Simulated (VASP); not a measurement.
# Al2Pt (Fm-3m) in VASP: a series of runs, part 2 of 2

VASP 6.6.1. Earlier steps stand in the parts before.

### 3 Relaxation of cell and atoms, LDA

This run uses another cell than the first one, of 17.52 Å³/atom, 1.048 times its volume.

INCAR

```
SYSTEM = Al2Pt
PREC     = Accurate       ! precision mode
ENCUT    = 500            ! plane-wave cutoff, eV
EDIFF    = 1E-7           ! SCF threshold, eV
ISMEAR   = 0              ! smearing method
SIGMA    = 0.1            ! smearing width, eV
LREAL    = .False.        ! projectors in reciprocal space
LASPH    = .True.         ! aspherical terms in the spheres
NELM     = 120            ! most SCF steps
ALGO     = Normal         ! electronic algorithm
ISIF     = 3              ! what is computed and relaxed
LWAVE    = .False.        ! write WAVECAR
LCHARG   = .False.        ! write CHGCAR
IBRION   = 2              ! ionic algorithm
NSW      = 70             ! ionic steps
EDIFFG   = -0.005         ! ionic threshold
GGA_COMPAT= .False.      
NELMIN   = 4
```

KPOINTS

```
Automatic mesh
0
Gamma
  12 12 12
  0 0 0
```

POSCAR

```
Al2Pt
1.0
    0.0000000000      2.9732040976      2.9732040976
    2.9732040976      0.0000000000      2.9732040976
    2.9732040976      2.9732040976      0.0000000000
Al Pt
2 1
Direct
    0.2500000000      0.2500000000      0.2500000000
    0.7500000000      0.7500000000      0.7500000000
    0.0000000000      0.0000000000      0.0000000000
```

Potentials or basis: VASP PAW LDA potentials, release 64 (Al, Pt).

Started as:

```console
$ cat potpaw_LDA.64/Al/POTCAR potpaw_LDA.64/Pt/POTCAR > POTCAR
$ mpirun -np 1 vasp_std > vasp.out
```

OUTCAR:

```text
SYSTEM = Al2Pt
   PREC = Accurate
   ENCUT = 500
   EDIFF = 1E-7
   ISMEAR = 0
   LREAL = .False.
   LASPH = .True.
   NELM = 120
   ISIF = 3
   IBRION = 2
   NSW = 70
   EDIFFG = -0.005
   NELMIN = 4

 ion  position               nearest neighbor table
   1  0.250  0.250  0.250-   3 2.57   3 2.57   3 2.57   3 2.57   2 2.97   2 2.97   2 2.97   2 2.97
                             2 2.97   2 2.97
   2  0.750  0.750  0.750-   3 2.57   3 2.57   3 2.57   3 2.57   1 2.97   1 2.97   1 2.97   1 2.97
                             1 2.97   1 2.97
   3  0.000  0.000  0.000-   2 2.57   2 2.57   2 2.57   1 2.57   2 2.57   1 2.57   1 2.57   1 2.57

  LATTYP: Found a face centered cubic cell.
 ALAT       =     5.9464081952

  Lattice vectors:

 A1 = (   0.0000000000,   2.9732040976,   2.9732040976)
 A2 = (   2.9732040976,   0.0000000000,   2.9732040976)
 A3 = (   2.9732040976,   2.9732040976,   0.0000000000)

[... 376 lines left out ...]
 fundamental gap:      0.0358812725
 Fermi energy:         8.0516181432

 k-point     1 :       0.0000    0.0000    0.0000
  band No.  band energies     occupation
      1      -2.3807      2.00000
      2       2.8048      2.00000
      3       2.8048      2.00000
      4       2.8048      2.00000
      5       4.2001      2.00000
      6       4.2001      2.00000
      7      11.0445      0.00000
      8      11.8702      0.00000
      9      11.8702      0.00000
     10      11.8702      0.00000
     11      13.5728      0.00000
     12      13.5728      0.00000
[... 331 lines left out ...]
 k-point    24 :      -0.4167    0.1667    0.0000
  band No.  band energies     occupation
      1       0.2943      2.00000
      2       1.8524      2.00000
      3       3.0278      2.00000
      4       3.3458      2.00000
      5       3.9740      2.00000
      6       4.2987      2.00000
      7       4.7001      2.00000
      8       7.5330      2.00000
      9       8.6879      0.00000
     10      11.5670      0.00000
     11      13.7568      0.00000
     12      14.1500      0.00000

 [... further k-points ...]
[... 5 lines left out ...]
  --------------------------------------------------------------------------------------
  -------------------------------------------------------------------------------------
  Total        0.0011394      0.0011394      0.0011394      0.0000000      0.0000000      0.0000000
  in kB        0.0363177      0.0363177      0.0363177      0.0000000      0.0000000      0.0000000
  external PRESSURE =       0.0363177 kB  Pullay stress =       0.0000000 kB
[... 18 lines left out ...]
  FREE ENERGIE OF THE ION-ELECTRON SYSTEM (eV)
  ---------------------------------------------------
  free  energy   TOTEN  =       -18.6003519449 eV

  energy  without entropy=      -18.5946331829  energy(sigma->0) =      -18.59749256

 reached required accuracy - stopping structural energy minimisation
```

OSZICAR:

```text
N       E                     dE             d eps       ncg     rms          rms(c)
DAV:   1     0.487894195594E+02    0.48789E+02   -0.65684E+03  1744   0.109E+03
DAV:   2    -0.170941777040E+02   -0.65884E+02   -0.59390E+02  2020   0.185E+02
DAV:   3    -0.191636774159E+02   -0.20695E+01   -0.20200E+01  2164   0.317E+01
DAV:   4    -0.191825979233E+02   -0.18921E-01   -0.18912E-01  2036   0.353E+00
[... 48 lines left out ...]
DAV:   1    -0.186003924757E+02   -0.46490E-04   -0.58230E-04  1924   0.258E-01    0.402E-02
DAV:   2    -0.186003544015E+02    0.38074E-04   -0.21394E-04  1904   0.155E-01    0.104E-02
DAV:   3    -0.186003522526E+02    0.21490E-05   -0.89022E-06  1836   0.327E-02    0.342E-03
DAV:   4    -0.186003519566E+02    0.29594E-06   -0.11120E-06  1856   0.618E-03    0.111E-03
DAV:   5    -0.186003519449E+02    0.11762E-07   -0.15873E-07   992   0.418E-03
   6 F= -.18600352E+02 E0= -.18597493E+02  d E =-.422823E-05
```

It took 3.4 min on 1 thread of AMD EPYC 7R43 (Zen 3), shared host; peak memory 0.16 GiB.

What came out:

```yaml
Free_energy: -18.6004 eV
Relaxed_volume: 16.76 Å³/atom
Relaxed_cell: a = 4.142 Å, b = 4.142 Å, c = 4.142 Å, α = 60.00°, β = 60.00°, γ = 60.00°
Space_group_after_relaxing_to_0.05_Å: Fm-3m (No. 225)
Energy_gained_by_relaxing: 14.7 meV/atom
Ionic_steps: 6
Pressure_after_relaxing: 0.0 GPa
Band_gap_on_the_k_mesh: zero (band 8 reaches 11.87 eV, above the bottom of band 9 at 6.38 eV)
```

The path:
| step | energy change (eV) | largest force (eV/Å) | pressure (GPa) | volume (Å³) |
| --- | --- | --- | --- | --- |
| 1 | 0.0000 | 0.0000 | -5.90 | 52.57 |
| 2 | 0.0158 | 0.0000 | 8.17 | 47.81 |
| 3 | -0.0441 | 0.0000 | -0.07 | 50.29 |
| 4 | -0.0441 | 0.0000 | 0.07 | 50.24 |
| 5 | -0.0441 | 0.0000 | -0.08 | 50.29 |
| 6 | -0.0441 | 0.0000 | 0.00 | 50.27 |

Final structure:
```cif
data_structure
_symmetry_space_group_name_H-M 'P 1'
_symmetry_Int_Tables_number 1
_cell_length_a 4.1425
_cell_length_b 4.1425
_cell_length_c 4.1425
_cell_angle_alpha 60.000
_cell_angle_beta 60.000
_cell_angle_gamma 60.000
_cell_volume 50.27
loop_
_atom_site_label
_atom_site_type_symbol
_atom_site_fract_x
_atom_site_fract_y
_atom_site_fract_z
_atom_site_occupancy
Al1 Al 0.25000 0.25000 0.25000 1
Al2 Al 0.75000 0.75000 0.75000 1
Pt1 Pt 0.00000 0.00000 0.00000 1
```

Levels at points of the mesh, in eV from the Fermi level:
| k point | band 6 | band 7 | band 8 | band 9 | band 10 | band 11 |
| --- | --- | --- | --- | --- | --- | --- |
| (0.00, 0.00, 0.00) | -3.85 | 2.99 | 3.82 | 3.82 | 3.82 | 5.52 |
| (0.50, 0.00, 0.00) | -3.62 | -3.62 | 0.99 | 0.99 | 3.73 | 5.24 |
| (0.50, 0.50, 0.00) | -3.54 | -3.33 | -1.67 | -1.67 | 3.25 | 3.38 |

Caveat: spin-orbit coupling is left out, which moves the levels of the heavy elements.
